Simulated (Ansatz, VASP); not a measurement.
This is a calculation of Pd for Ansatz 0.2.0.

Contents of input:

```
crystal:
  lattice:
    - [-1.5929712806, 1.5929712806, 1.5929712806]
    - [1.5929712806, -1.5929712806, 1.5929712806]
    - [1.5929712806, 1.5929712806, -1.5929712806]
  atoms:
    - { symbol: Pd, position: [0.0, 0.0, 0.0] }
hamiltonian:
  xc: hse06
  pseudopotentials: { kind: paw }
kpoints:
  mp_grid: { grid: [8, 8, 8] }
scf:
  occupations: { method: fermi_dirac, width: 0.05 }
output:
  forces: true
  stress: true
  eigenvalues: true
```

Task: Set up the same calculation for VASP 6.6.1. Potentials there: VASP PAW PBE potentials, release 64 (Pd).

Result: As run (the cutoff follows the program's own potentials):

The input POSCAR:

```
Pd
1.0
   -1.5929712806      1.5929712806      1.5929712806
    1.5929712806     -1.5929712806      1.5929712806
    1.5929712806      1.5929712806     -1.5929712806
Pd
1
Direct
    0.0000000000      0.0000000000      0.0000000000
```

INCAR.step1

```
SYSTEM = Pd
  PREC = Accurate
  ENCUT = 520
  EDIFF = 1E-5
  ISMEAR = -1
  SIGMA = 0.05
  LREAL = .FALSE.
  LASPH = .TRUE.
  NELM = 100
  ALGO = Normal
  ISIF = 2
  LWAVE = .TRUE.
  LCHARG = .FALSE.
  NBANDS = 11
  GGA = PE
```

The input INCAR.step2:

```
SYSTEM = Pd
  PREC = Accurate
  ENCUT = 520
  EDIFF = 1E-6
  ISMEAR = -1
  SIGMA = 0.05
  LREAL = .FALSE.
  LASPH = .TRUE.
  NELM = 100
  ALGO = Normal
  ISIF = 2
  LWAVE = .FALSE.
  LCHARG = .FALSE.
  GGA = PE
  LHFCALC = .TRUE.
  HFSCREEN = 0.2079
  PRECFOCK = Normal
  NBANDS = 11
  ISTART = 1
```

KPOINTS

```
regular mesh
0
G
  8 8 8
  0 0 0
```

Potentials or basis: VASP PAW PBE potentials, release 64 (Pd).

The run is started by

```bash
$ cat potpaw_PBE.64/Pd/POTCAR > POTCAR
$ cp INCAR.step1 INCAR
$ mpirun -np 1 vasp_std > vasp.out
$ cp INCAR.step2 INCAR
$ mpirun -np 1 vasp_std > vasp.out
```

Both were run:

|  | VASP | Ansatz | Ansatz less VASP |
| --- | --- | --- | --- |
| gap on the k mesh at the Fermi level (eV) | none | none | - |
| pressure (GPa) | -9.0 | -9.4 | -0.34 |

A gap of «none» marks a metal or a gap that the smearing closes. With one functional, cell and mesh, what is left measures potentials, basis and numerics. VASP's potentials hold 10 valence electrons a cell and Ansatz's 18, so a difference there can come from the potentials and not from the codes.
